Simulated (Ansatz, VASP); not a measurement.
Two plane-wave programs on Ti3C2

```
Ti C
1.0
     2.91084    0.00000    0.00000
    -1.45542    2.52087    0.00000
     0.00000    0.00000   15.87444
Ti C
6 4
Cartesian
  0.0000 1.6806 13.4011
  1.4554 0.8403 5.4639
  1.4554 0.8403 2.4733
  0.0000 1.6806 10.4105
  0.0000 0.0000 0.0000
  0.0000 0.0000 7.9372
  1.4554 0.8403 14.5118
  0.0000 1.6806 6.5746
  1.4554 0.8403 9.2998
  0.0000 1.6806 1.3626
```

Change from the starting cell: strain -0.050 along x and y, +0.050 along z, atoms carried along.

Alike in both runs: task single point; functional r2SCAN; k mesh 12 × 12 × 4; occupations gaussian, width 0.15 eV; no spin polarisation.

|  | VASP | Ansatz |
| --- | --- | --- |
| version | VASP 6.6.1 | Ansatz 0.2.0 |
| potentials or method | VASP PAW PBE potentials, release 64 (Ti_sv, C), cutoff 520 eV | scalar-relativistic, plane waves, PAW |
| valence electrons in the cell | 88 | 88 |

```tsv
	VASP	Ansatz	Ansatz less VASP
gap on the k mesh at the Fermi level (eV)	none	none	-
pressure (GPa)	15.0	14.1	-0.93
traceless stress, the component that is largest in VASP (GPa)	-23.47	-23.42	+0.050
rms of the force components (eV/Å)	0.272	0.230	-0.0414
```

VASP's potentials were made for PBE, not for r2SCAN. Atom by atom the forces differ by 0.044 eV/Å (rms over components). A gap of «none» marks a metal or a gap that the smearing closes.
